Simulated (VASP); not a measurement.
KCl, 2 atoms in the cell. It takes space group Pm-3m (No. 221, cubic). The conventional cell has a = 3.890 Å, b = 3.890 Å, c = 3.890 Å, α = 90.00°, β = 90.00°, γ = 90.00°. Within 4.4 Å of K (site symmetry m-3m) lie 8 Cl at 3.37 Å and 6 K at 3.89 Å. Within 4.4 Å of Cl (site symmetry m-3m) lie 8 K at 3.37 Å and 6 Cl at 3.89 Å. 

| Item | Value |
| --- | --- |
| Program | VASP 6.6.1 |
| Task | single point |
| Functional | LDA |
| Potentials or basis | VASP PAW LDA potentials, release 64 (K_sv, Cl) |
| Cutoff | 520 eV |
| k mesh | 7 × 7 × 7 |
| Occupations | fermi-dirac, width 0.05 eV |
| Spin | no spin polarisation |
| Dipole correction | no |
| Further INCAR settings | ALGO = Normal; EDIFF = 1e-06; NBANDS = 15 |

Potentials or basis: VASP PAW LDA potentials, release 64 (K_sv, Cl).

Run with:

```sh
$ cat potpaw_LDA.64/K_sv/POTCAR potpaw_LDA.64/Cl/POTCAR > POTCAR
$ mpirun -np 1 vasp_std > vasp.out
```

Hardware: 1 thread of Intel(R) Xeon(R) 6975P-C (Granite Rapids), with other jobs on the host.

Question: How long does it take, and how much memory?

Answer: It took 7.1 s on 1 thread of Intel(R) Xeon(R) 6975P-C (Granite Rapids) (shared host), peak memory 0.15 GiB. Counts: scf iterations 12, k points 20.
